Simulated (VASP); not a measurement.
TiAl3, 4 atoms in the cell. Symmetry: Pmm2, No. 25, orthorhombic system. The conventional cell has a = 2.801 Å, b = 4.618 Å, c = 4.835 Å, α = 90.00°, β = 90.00°, γ = 90.00°. Ti (site symmetry mm2) has 10 Al at 2.79 to 2.82 Å and 2 Ti at 2.80 Å within 3.7 Å. Al (site symmetry mm2) has 10 Al at 2.77 to 2.82 Å and 2 Ti at 2.81 Å within 3.7 Å. Al (site symmetry mm2) has 8 Al at 2.77 to 2.82 Å and 4 Ti at 2.82 Å within 3.7 Å. Al (site symmetry mm2) has 4 Ti at 2.79 to 2.80 Å and 8 Al at 2.80 to 2.82 Å within 3.7 Å. 

- Program: VASP 6.6.1
- Task: single point
- Functional: r2SCAN
- Potentials or basis: VASP PAW PBE potentials, release 64 (Ti_sv, Al)
- Cutoff: 520 eV
- k mesh: 9 × 6 × 6
- Occupations: fermi-dirac, width 0.05 eV
- Spin: no spin polarisation
- Dipole correction: no
- Further INCAR settings: ALGO = Normal; EDIFF = 1e-06; NBANDS = 18

Potentials or basis: VASP PAW PBE potentials, release 64 (Ti_sv, Al).

Launch:

```bash
$ cat potpaw_PBE.64/Ti_sv/POTCAR potpaw_PBE.64/Al/POTCAR > POTCAR
$ cp INCAR.step1 INCAR
$ mpirun -np 1 vasp_std > vasp.out
$ cp INCAR.step2 INCAR
$ mpirun -np 1 vasp_std > vasp.out
```

Hardware: 1 thread of Intel(R) Xeon(R) 6975P-C (Granite Rapids), on a shared host.

**Question.** How long does it take, and how much memory?

**Answer.** It took 2 min on 1 thread of Intel(R) Xeon(R) 6975P-C (Granite Rapids), with other jobs on the host, peak memory 0.23 GiB. Counts: k points 80.
